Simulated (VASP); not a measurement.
# MnB6 in VASP: a series of runs

The runs below take MnB6 through single point, relaxation of cell and atoms, with PBE.

Program: VASP 6.6.1. These are calculated values, not measurements. Logs are shortened: lines on timing, memory, paths and dates and some standing lists are left out, and cuts for length are marked.

## 1. The cell of the first run

The typed cell holds 7 atoms: a = 3.603 Å, b = 3.834 Å, c = 3.833 Å, α = 79.15°, β = 89.55°, γ = 89.58°.

## 2. Single point, PBE

Input file INCAR:

```
ALGO = Normal
EDIFF = 1E-7
ENCUT = 520
GGA = PE
ISIF = 2
ISMEAR = 0
LASPH = T
LCHARG = F
LREAL = F
LWAVE = F
NBANDS = 24
NELM = 80
PREC = Accurate
SIGMA = 0.2
```

Input file KPOINTS:

```
k-points
0
Gamma
  6 6 6
```

Input file POSCAR:

```
MnB6
1.0
   -0.0347896913     -0.0005395954      3.6029540807
   -2.9547603225      2.4424147124      0.0002208105
   -2.9541666285     -2.4416496785      0.0009151939
Mn B
1 6
Direct
    1.0000019416      0.9999985758     -0.0000028135
    0.7532452015      0.5376084564      0.9219425155
    0.2467971913      0.0780363971      0.4624060219
    0.2467490384      0.4623981375      0.0780466727
    0.7532042725      0.9219673251      0.5375960764
    0.4999550683      0.7859556479      0.2140500634
    0.5000472865      0.2140354601      0.7859614636
```

Potentials or basis: VASP PAW PBE potentials, release 64 (Mn_pv, B).

On the command line:

```console
cat potpaw_PBE.64/Mn_pv/POTCAR potpaw_PBE.64/B/POTCAR > POTCAR
mpirun -np 1 vasp_std > vasp.out
```

OUTCAR:

```text
EDIFF = 1E-7
   ENCUT = 520
   GGA = PE
   ISIF = 2
   ISMEAR = 0
   LASPH = T
   LREAL = F
   NELM = 80
   PREC = Accurate

 ion  position               nearest neighbor table
   1  0.000  1.000  1.000-   5 2.06   3 2.06   2 2.06   4 2.06   7 2.08   6 2.08   7 2.08   6 2.08
                             3 2.21   5 2.21   4 2.21   2 2.21
   2  0.753  0.538  0.922-   7 1.71   6 1.83   5 1.88   4 1.88   4 1.92   1 2.06   1 2.21
   3  0.247  0.078  0.462-   7 1.71   6 1.83   4 1.88   5 1.88   5 1.92   1 2.06   1 2.21
   4  0.247  0.462  0.078-   6 1.71   7 1.83   3 1.88   2 1.88   2 1.92   1 2.06   1 2.21
   5  0.753  0.922  0.538-   6 1.71   7 1.83   2 1.88   3 1.88   3 1.92   1 2.06   1 2.21
   6  0.500  0.786  0.214-   4 1.71   5 1.71   3 1.83   2 1.83   1 2.08   1 2.08   7 2.09
   7  0.500  0.214  0.786-   2 1.71   3 1.71   5 1.83   4 1.83   1 2.08   1 2.08   6 2.09

  LATTYP: Found a triclinic cell.
 ALAT       =     3.8325910895
 B/A-ratio  =     1.2743505274
 C/A-ratio  =     0.9401269260
 COS(alpha) =     0.0002907507
 COS(beta)  =     0.0077766070
 COS(gamma) =     0.6369817724

  Lattice vectors:

 A1 = (  -2.9541666285,  -2.4416496785,   0.0009151939)
 A2 = (   0.0005936940,  -4.8840643909,   0.0006943834)
 A3 = (  -0.0347896913,  -0.0005395954,   3.6029540807)

Analysis of symmetry for initial positions (statically):
=====================================================================
 Subroutine PRICEL returns:
 Original cell was already a primitive cell.

 Routine SETGRP: Setting up the symmetry group for a
 triclinic supercell.

 Subroutine GETGRP returns: Found  1 space group operations
 (whereof  1 operations were pure point group operations)
 out of a pool of  2 trial point group operations.

The static configuration has the point symmetry C_1 .

Analysis of symmetry for dynamics (positions and initial velocities):
=====================================================================
 Subroutine PRICEL returns:
 Original cell was already a primitive cell.

 Routine SETGRP: Setting up the symmetry group for a
 triclinic supercell.

 Subroutine GETGRP returns: Found  1 space group operations
 (whereof  1 operations were pure point group operations)
 out of a pool of  2 trial point group operations.

The dynamic configuration has the point symmetry C_1 .

 Subroutine INISYM returns: Found  1 space group operations
 (whereof  1 operations are pure point group operations),
 and found     1 'primitive' translations

[... 107 lines left out ...]
   NSW    =      0    number of steps for IOM
   IBRION =     -1    ionic relax: 0-MD 1-quasi-New 2-CG
   NFREE  =      0    steps in history (QN), initial steepest desc. (CG)
   ISIF   =      2    stress and relaxation
   ISYM   =      2    0-nonsym 1-usesym 2-fastsym
   POTIM  = 0.5000    time-step for ionic-motion
   TEBEG  =    0.0;   TEEND  =   0.0 temperature during run
   PSTRESS=    0.0 pullay stress
   NELECT =      31.0000    total number of electrons
   NUPDOWN=      -1.0000    fix difference up-down
   EMIN   =  10.00;   EMAX   =-10.00  energy-range for DOS
   EFERMI =   0.00;   METHOD = LEGACY
   ISMEAR =     0;   SIGMA  =   0.20  broadening in eV -4-tet -1-fermi 0-gaus
   EFERMI_NEDOS =   21; number of points for ismear=-14 and -15
   IALGO  =     38    algorithm
   IMIX   =      4    mixing-type and parameters
     AMIX     =   0.40;   BMIX     =  1.00
     AMIX_MAG =   1.60;   BMIX_MAG =  1.00
  volume/ion in A,a.u.               =       7.43        50.12
  Fermi-wavevector in a.u.,A,eV,Ry     =   1.377916  2.603884 25.832737  1.898653
  Thomas-Fermi vector in A             =   2.503026
   LORBIT       =      0    0 simple, 1 ext, 2 COOP (PROOUT), +10 PAW based schemes
   GGA     = PE    functional components
   LHFCALC =     F    Hartree Fock is set to
   AEXX    =    0.0000 exact exchange contribution
   IVDW    =     0    specifies the selected vdW correction
   LEPSILON=     F    determine dielectric tensor
   LRPA    =     F    only Hartree local field effects (RPA)
 non-spin polarized calculation
 Gauss-broadening in eV      SIGMA  =   0.20
  energy-cutoff  :      520.00
  volume of cell :       51.99
 maximum number of plane-waves:      1414
   NGX = 13   NGY = 15   NGZ = 15

 number of electron      31.0000011 magnetization

 Free energy of the ion-electron system (eV)
  ---------------------------------------------------
  ext. energy  EPLUGINS =         0.00000000
  ---------------------------------------------------
  free energy    TOTEN  =       -49.67377388 eV

  energy without entropy =      -49.64077052  energy(sigma->0) =      -49.65727220

 E-fermi :   7.7470     XC(G=0): -12.3347

 val. band max:        7.7239558990   @ k =   0.3333   0.1667   0.3333
 cond. band min:       7.7685755889   @ k =   0.5000   0.3333   0.3333
 fundamental gap:      0.0446196899
 Fermi energy:         7.7470109774

 k-point     1 :       0.0000    0.0000    0.0000
  band No.  band energies     occupation
      1     -40.6825      2.00000
      2     -40.5264      2.00000
      3     -40.2929      2.00000
      4      -7.4583      2.00000
      5      -1.5632      2.00000
      6       0.2432      2.00000
[... 637 lines left out ...]
     23      15.0355      0.00000
     24      15.9076      0.00000

 [... further k-points ...]

------------------------ aborting loop because EDIFF is reached ----------------------------------------

  FORCE on cell =-STRESS in cart. coord.  units (eV):
  Direction    XX          YY          ZZ          XY          YZ          ZX
  --------------------------------------------------------------------------------------
  -------------------------------------------------------------------------------------
  Total        0.0718278      0.0449399     -0.0343229      0.0161183      0.0194145      0.0110805
  in kB        2.2135296      1.3849203     -1.0577355      0.4967190      0.5982993      0.3414710
  external PRESSURE =       0.8469048 kB  Pullay stress =       0.0000000 kB

 VOLUME and BASIS-vectors are now :
 -----------------------------------------------------------------------------
  energy-cutoff  :      520.00
  volume of cell :       51.99
      direct lattice vectors                 reciprocal lattice vectors
    -0.034789691 -0.000539595  3.602954081     0.000053365  0.000039467  0.277550548
    -2.954760322  2.442414712  0.000220811    -0.169209267  0.204726709 -0.001603203
    -2.954166628 -2.441649679  0.000915194    -0.169262297 -0.204768317 -0.001665043

 POSITION                                       TOTAL-FORCE (eV/Angst)
 -----------------------------------------------------------------------------------
     -5.90891      0.00077      0.00114        -0.000263     -0.000157     -0.000084
     -4.33828     -0.93840      2.71487        -0.004513     -0.000302     -0.007857
     -1.60519     -0.93857      0.88964         0.004217     -0.000233      0.007223
     -1.60542      0.93867      0.88920         0.004435     -0.000101      0.008104
     -4.33854      0.93880      2.71446        -0.003983      0.000476     -0.007242
     -2.97204      1.39672      1.80168         0.000168     -0.004341      0.000545
     -2.97168     -1.39655      1.80241        -0.000061      0.004657     -0.000690
 -----------------------------------------------------------------------------------
    total drift:                               -0.000001     -0.000000      0.000001

  FREE ENERGIE OF THE ION-ELECTRON SYSTEM (eV)
  ---------------------------------------------------
  free  energy   TOTEN  =       -49.6737738763 eV

  energy  without entropy=      -49.6407705234  energy(sigma->0) =      -49.65727220
```

OSZICAR:

```text
N       E                     dE             d eps       ncg     rms          rms(c)
DAV:   1     0.212853044685E+03    0.21285E+03   -0.15628E+04  5440   0.132E+03
DAV:   2    -0.440568248729E+02   -0.25691E+03   -0.23919E+03  5848   0.359E+02
DAV:   3    -0.572087053029E+02   -0.13152E+02   -0.12701E+02  6960   0.824E+01
DAV:   4    -0.574257517557E+02   -0.21705E+00   -0.21659E+00  6392   0.103E+01
DAV:   5    -0.574291507983E+02   -0.33990E-02   -0.33983E-02  7072   0.124E+00    0.333E+01
DAV:   6    -0.771131292443E+02   -0.19684E+02   -0.10678E+02  5608   0.130E+02    0.600E+01
DAV:   7    -0.494432926828E+02    0.27670E+02   -0.60910E+01  5696   0.124E+02    0.732E+00
DAV:   8    -0.498065161663E+02   -0.36322E+00   -0.65483E+00  5688   0.161E+01    0.371E+00
DAV:   9    -0.497174829299E+02    0.89033E-01   -0.56699E-01  6832   0.916E+00    0.350E+00
DAV:  10    -0.496753322512E+02    0.42151E-01   -0.89041E-02  6456   0.383E+00    0.118E+00
DAV:  11    -0.496737529049E+02    0.15793E-02   -0.65211E-03  6576   0.663E-01    0.574E-01
DAV:  12    -0.496738197850E+02   -0.66880E-04   -0.51121E-04  6472   0.165E-01    0.242E-01
DAV:  13    -0.496737692459E+02    0.50539E-04   -0.19362E-04  6776   0.168E-01    0.368E-02
DAV:  14    -0.496737736553E+02   -0.44094E-05   -0.18938E-05  6176   0.368E-02    0.123E-02
DAV:  15    -0.496737738037E+02   -0.14840E-06   -0.12701E-06  6944   0.134E-02    0.215E-03
DAV:  16    -0.496737738763E+02   -0.72567E-07   -0.74594E-08  3888   0.284E-03
   1 F= -.49673774E+02 E0= -.49657272E+02  d E =-.330034E-01
```

stdout:

```text
POSCAR found type information on POSCAR MnB
 POSCAR found :  2 types and       7 ions
 scaLAPACK will be used
 LDA part: xc-table for (Slater+PW92), standard interpolation
 POSCAR, INCAR and KPOINTS ok, starting setup
 FFT: planning ... GRIDC
 FFT: planning ... GRID_SOFT
 FFT: planning ... GRID
 WAVECAR not read
 entering main loop
```

It took 3.6 min on 1 thread of Intel Xeon 8259CL, shared host; peak memory 0.25 GiB.

Results:

```
Free energy            : -49.6738 eV
Pressure               : 0.1 GPa
Largest force          : 0.009 eV/Å
Band gap on the k mesh : zero (an odd number of electrons rules out a gap without spin polarisation)
```

Forces on the atoms (eV/Å):
```
Mn   0.000  0.000  0.000
B   -0.005  0.000 -0.008
B    0.004  0.000  0.007
B    0.004  0.000  0.008
B   -0.004  0.000 -0.007
B    0.000 -0.004  0.001
B    0.000  0.005 -0.001
```

Stress tensor (GPa, compression positive):
```
 0.22  0.05  0.03
 0.05  0.14  0.06
 0.03  0.06 -0.11
```

Levels at points of the mesh, in eV from the Fermi level:
```tsv
k point	band 12	band 13	band 14	band 15	band 16	band 17	band 18	band 19	band 20	band 21
(0.00, 0.00, 0.00)	-4.13	-3.40	-3.39	-1.40	0.66	2.77	3.11	3.69	3.91	4.76
(0.50, 0.00, 0.00)	-3.66	-3.35	-2.67	-1.21	0.42	1.13	1.77	2.53	4.51	4.62
(0.00, 0.50, 0.00)	-4.06	-2.82	-2.42	-2.27	0.08	1.93	2.62	3.63	4.04	5.01
(0.50, 0.50, 0.00)	-3.11	-2.21	-2.07	-1.43	-0.51	0.57	1.89	2.87	5.09	5.68
(0.00, 0.00, 0.50)	-4.06	-2.82	-2.42	-2.27	0.08	1.93	2.61	3.64	4.05	5.01
(0.50, 0.00, 0.50)	-3.12	-2.21	-2.07	-1.43	-0.51	0.57	1.89	2.87	5.08	5.68
(0.00, 0.50, 0.50)	-3.71	-3.24	-2.62	-0.71	-0.21	0.93	3.55	3.65	4.16	4.63
(0.50, 0.50, 0.50)	-2.71	-1.63	-1.42	-0.86	-0.72	0.83	3.38	3.40	4.82	7.69
```

Caveat: the run has no spin polarisation, though such a crystal can be magnetic. Spin polarisation is off, so any magnetic state and its effect on volume and gap are missing.

## 3. Single point, PBE

Input file INCAR:

```
SYSTEM = MnB6
ALGO = Normal
EDIFF = 1E-6
ENCUT = 520
GGA = PE
ISIF = 2
ISMEAR = 0
LASPH = .True.
LCHARG = .False.
LREAL = .False.
LWAVE = .False.
NBANDS = 24
NELM = 60
PREC = Accurate
SIGMA = 0.1
```

Input file KPOINTS:

```
k-points
0
Gamma
  8 8 8
  0 0 0
```

Input file POSCAR:

```
MnB6
1.0
    2.9546076306     -2.4425261254      0.0011719706
    2.9546076306      2.4425261254      0.0011719706
   -0.0326703406      0.0000000000      3.6040253812
Mn B
1 6
Direct
    0.0000000000      0.0000000000      0.0000000000
    0.4628286753      0.0766724735      0.7527808411
    0.9233275265      0.5371713247      0.2472191589
    0.5371713247      0.9233275265      0.2472191589
    0.0766724735      0.4628286753      0.7527808411
    0.2134093282      0.7865906718      0.5000000000
    0.7865906718      0.2134093282      0.5000000000
```

Potentials or basis: VASP PAW PBE potentials, release 64 (Mn_pv, B).

On the command line:

```console
cat potpaw_PBE.64/Mn_pv/POTCAR potpaw_PBE.64/B/POTCAR > POTCAR
mpirun -np 1 vasp_std > vasp.out
```

Wall time 4.6 min (1 thread of Intel Xeon 8259CL, shared host); peak memory 0.28 GiB.

It converged, with:

| Quantity | Value |
| --- | --- |
| Free energy | -49.6572 eV |
| Pressure | 0.0 GPa |
| Band gap on the k mesh | zero (an odd number of electrons rules out a gap without spin polarisation) |

Stress tensor (GPa, compression positive):
```
 0.05  0.00 -0.07
 0.00  0.03  0.00
-0.07  0.00 -0.05
```

Levels at points of the mesh, in eV from the Fermi level:
| k point | band 12 | band 13 | band 14 | band 15 | band 16 | band 17 | band 18 | band 19 |
| --- | --- | --- | --- | --- | --- | --- | --- | --- |
| (0.00, 0.00, 0.00) | -4.15 | -3.40 | -3.37 | -1.38 | 0.70 | 2.78 | 3.14 | 3.68 |
| (0.50, 0.00, 0.00) | -4.06 | -2.82 | -2.39 | -2.26 | 0.11 | 1.96 | 2.63 | 3.63 |
| (0.50, 0.50, 0.00) | -3.70 | -3.26 | -2.61 | -0.68 | -0.16 | 0.93 | 3.57 | 3.68 |
| (0.00, 0.00, 0.50) | -3.63 | -3.32 | -2.66 | -1.20 | 0.43 | 1.13 | 1.77 | 2.54 |
| (0.50, 0.00, 0.50) | -3.09 | -2.20 | -2.05 | -1.42 | -0.50 | 0.58 | 1.91 | 2.88 |
| (0.50, 0.50, 0.50) | -2.70 | -1.64 | -1.41 | -0.85 | -0.71 | 0.86 | 3.38 | 3.43 |

Caveat: the run has no spin polarisation, though such a crystal can be magnetic.

## 4. Relaxation of cell and atoms, PBE

Input file INCAR:

```
PREC = Accurate
ENCUT = 600
EDIFF = 1E-6
ISMEAR = 0
SIGMA = 0.1
LREAL = F
LASPH = T
NELM = 80
ALGO = Normal
ISIF = 3
LWAVE = F
LCHARG = F
GGA = PE
IBRION = 2
NSW = 100
EDIFFG = -0.01
```

Input file KPOINTS:

```
regular mesh
0
Gamma
  8 8 8
```

Input file POSCAR:

```
MnB6
1.0
    2.9550033822     -2.4434082438      0.0000000000
    2.9550033822      2.4434082438      0.0000000000
   -0.0341035185      0.0000000000      3.6020947544
Mn B
1 6
Direct
    0.0000000000      0.0000000000      0.0000000000
    0.4623514202      0.0779856046      0.7530874786
    0.9220143954      0.5376485798      0.2469125214
    0.5376485798      0.9220143954      0.2469125214
    0.0779856046      0.4623514202      0.7530874786
    0.2139862379      0.7860137621      0.5000000000
    0.7860137621      0.2139862379      0.5000000000
```

On the command line:

```console
cat potpaw_PBE.64/Mn_pv/POTCAR potpaw_PBE.64/B/POTCAR > POTCAR
mpirun -np 1 vasp_std > vasp.out
```

It took 8.6 min on 1 thread of Intel Xeon 8259CL, shared host; peak memory 0.31 GiB.

Results (log left out):

- Free energy: -49.6628 eV
- Energy gained by relaxing: 0.1 meV/atom
- Ionic steps: 4
- Pressure after relaxing: -0.1 GPa
- Band gap on the k mesh: zero (an odd number of electrons rules out a gap without spin polarisation)

Forces in eV/Å, atoms in the order of the input:
```
Mn   0.000  0.000  0.000
B    0.002  0.000 -0.002
B   -0.002  0.000  0.002
B   -0.002  0.000  0.002
B    0.002  0.000 -0.002
B    0.000  0.001  0.000
B    0.000 -0.001  0.000
```

Stress tensor (GPa, compression positive):
```
-0.03  0.00  0.06
 0.00 -0.02  0.00
 0.06  0.00 -0.10
```

Step by step:
```csv
step,energy change (eV),largest force (eV/Å),pressure (GPa),volume (Å³)
1,0.0000,0.0370,-0.02,52.02
2,-0.0002,0.0227,-0.02,52.01
3,-0.0004,0.0149,0.06,52.00
4,-0.0004,0.0028,-0.05,52.02
```

Final structure:
```xyz
7
Lattice="2.9547 -2.4425 0.0005 2.9547 2.4425 0.0005 -0.0335 0.0000 3.6040" Properties=species:S:1:pos:R:3 pbc="T T T"
Mn    2.9547   -2.4425    0.0005
B     1.5688   -0.9432    2.7133
B     4.3070   -0.9432    0.8917
B     4.3070    0.9432    0.8917
B     1.5688    0.9432    2.7133
B     2.9379    1.3996    1.8025
B     2.9379   -1.3996    1.8025
```

Levels at points of the mesh, in eV from the Fermi level:
| k point | band 12 | band 13 | band 14 | band 15 | band 16 | band 17 | band 18 | band 19 |
| --- | --- | --- | --- | --- | --- | --- | --- | --- |
| (0.00, 0.00, 0.00) | -4.15 | -3.41 | -3.36 | -1.38 | 0.71 | 2.78 | 3.14 | 3.68 |
| (0.50, 0.00, 0.00) | -4.06 | -2.82 | -2.39 | -2.26 | 0.11 | 1.96 | 2.63 | 3.63 |
| (0.50, 0.50, 0.00) | -3.70 | -3.26 | -2.61 | -0.68 | -0.16 | 0.93 | 3.57 | 3.68 |
| (0.00, 0.00, 0.50) | -3.63 | -3.32 | -2.65 | -1.20 | 0.43 | 1.14 | 1.77 | 2.54 |
| (0.50, 0.00, 0.50) | -3.09 | -2.20 | -2.04 | -1.42 | -0.50 | 0.59 | 1.91 | 2.88 |
| (0.50, 0.50, 0.50) | -2.70 | -1.64 | -1.41 | -0.85 | -0.71 | 0.86 | 3.38 | 3.43 |

Caveat: the run has no spin polarisation, though such a crystal can be magnetic.

## 5. Overview

```tsv
task	cell	k mesh	cutoff (eV)	smearing	gap on the mesh (eV)	pressure (GPa)
single point	a = 3.603, b = 3.834, c = 3.833 Å, angles 79.2, 89.6, 89.6°, 7 atoms, atomic positions A	6 × 6 × 6	520	gaussian 0.2 eV	none	0.1
single point	a = 3.833, b = 3.833, c = 3.604 Å, angles 90.4, 90.4, 79.2°, 7 atoms, atomic positions B	8 × 8 × 8	520	gaussian 0.1 eV	none	0.0
relaxation of cell and atoms	relaxed from a = 3.834, b = 3.834, c = 3.602 Å, angles 90.4, 90.4, 79.2°, 7 atoms, atomic positions C	8 × 8 × 8	600	gaussian 0.1 eV	none	-0.1
```

Alike in all rows: level PBE; potentials or basis VASP PAW PBE potentials, release 64 (Mn_pv, B); no spin polarisation.

Caveats: the run has no spin polarisation, though such a crystal can be magnetic.

Total energies depend on the potentials used, so only differences within one code and one set of settings carry meaning.

The gap in the log of VASP goes by the Fermi energy; the results here count the filled bands.